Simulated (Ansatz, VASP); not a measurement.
WS2 in VASP and in Ansatz

The input INCAR:

```
SYSTEM = WS2
PREC = Accurate ; ENCUT = 520
EDIFF = 1E-6 ; ISMEAR = 0
SIGMA = 0.05 ; LREAL = .False.
LASPH = .True. ; NELM = 80
ALGO = Normal ; ISIF = 2
LWAVE = .False. ; LCHARG = .False.
GGA = PE ; IVDW = 12
NBANDS = 64
```

The input KPOINTS:

```
regular mesh
0
Gamma
  6 6 6
  0 0 0
```

POSCAR

```
WS2
1.0
    3.1572031343     -5.4684362384      0.0000000000
    6.3144062686      0.0000000000      0.0000000000
    3.1572031343     -1.8228120795      6.0393060278
W S
4 8
Direct
    0.5006554632      0.0006554632      0.9980336103
    0.0006554632      0.0006554632      0.9980336103
    0.5006554632      0.5006554632      0.9980336103
    0.0006554632      0.5006554632      0.9980336103
    0.7472223774      0.2472223774      0.2583328678
    0.2472223774      0.2472223774      0.2583328678
    0.7472223774      0.7472223774      0.2583328678
    0.2472223774      0.7472223774      0.2583328678
    0.9208221593      0.4208221593      0.7375335222
    0.4208221593      0.4208221593      0.7375335222
    0.9208221593      0.9208221593      0.7375335222
    0.4208221593      0.9208221593      0.7375335222
```

Input for Ansatz:

```yaml
crystal:
  lattice:
    - [3.1572031343, -5.4684362384, 0.0]
    - [6.3144062686, 0.0, 0.0]
    - [3.1572031343, -1.8228120795, 6.0393060278]
  atoms:
    - { symbol: W, position: [0.5006554632, 0.0006554632, 0.9980336103] }
    - { symbol: W, position: [0.0006554632, 0.0006554632, 0.9980336103] }
    - { symbol: W, position: [0.5006554632, 0.5006554632, 0.9980336103] }
    - { symbol: W, position: [0.0006554632, 0.5006554632, 0.9980336103] }
    - { symbol: S, position: [0.7472223774, 0.2472223774, 0.2583328678] }
    - { symbol: S, position: [0.2472223774, 0.2472223774, 0.2583328678] }
    - { symbol: S, position: [0.7472223774, 0.7472223774, 0.2583328678] }
    - { symbol: S, position: [0.2472223774, 0.7472223774, 0.2583328678] }
    - { symbol: S, position: [0.9208221593, 0.4208221593, 0.7375335222] }
    - { symbol: S, position: [0.4208221593, 0.4208221593, 0.7375335222] }
    - { symbol: S, position: [0.9208221593, 0.9208221593, 0.7375335222] }
    - { symbol: S, position: [0.4208221593, 0.9208221593, 0.7375335222] }
basis:
  ecutwfc: 420
kpoints:
  mp_grid: { grid: [6, 6, 6] }
hamiltonian:
  xc: pbe
  dispersion: d3bj
scf:
  occupations: { method: gaussian, width: 0.05 }
output:
  forces: true
  stress: true
  eigenvalues: true
```

Alike in both runs: task single point; functional PBE; dispersion D3(BJ); k mesh 6 × 6 × 6; occupations gaussian, width 0.05 eV; no spin polarisation.

|  | VASP | Ansatz |
| --- | --- | --- |
| version | VASP 6.6.1 | Ansatz 0.2.0 |
| potentials or method | VASP PAW PBE potentials, release 64 (W_sv, S), cutoff 520 eV | scalar-relativistic, plane waves, PAW |
| valence electrons in the cell | 104 | 104 |

```csv
,VASP,Ansatz,Ansatz less VASP
gap on the k mesh at the Fermi level (eV),0.93,0.91,-0.018
least direct gap on the mesh (eV),1.65,1.65,0.000
pressure (GPa),0.0,0.0,+0.04
```

Spin-orbit coupling is off throughout.
